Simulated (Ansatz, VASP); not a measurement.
# Sn in VASP and in Ansatz

```
CELL_PARAMETERS angstrom
-1.72654 1.77555 2.33834
1.72654 -1.77555 2.33834
1.72654 1.77555 -2.33834
ATOMIC_POSITIONS crystal
Sn 0.00000 0.00000 0.00000
```

Alike in both runs: task single point; functional PBE; k mesh 8 × 8 × 8; occupations fermi-dirac, width 0.03 eV; no spin polarisation.

|  | VASP | Ansatz |
| --- | --- | --- |
| version | VASP 6.6.1 | Ansatz 0.2.0 |
| potentials or method | VASP PAW PBE potentials, release 64 (Sn_d), cutoff 520 eV | all-electron LAPW, scalar-relativistic |

|  | VASP | Ansatz | Ansatz less VASP |
| --- | --- | --- | --- |
| gap on the k mesh at the Fermi level (eV) | none | none | - |
| pressure (GPa) | -1.2 | -1.2 | -0.01 |
| traceless stress, the component that is largest in VASP (GPa) | -0.68 | -0.68 | 0.000 |

A gap of «none» marks a metal or a gap that the smearing closes. Ansatz ran all-electron here, and VASP with PAW potentials.

Noted on Ansatz's run: the k mesh is thin for a metal, which can move the energy by tens of meV per atom.
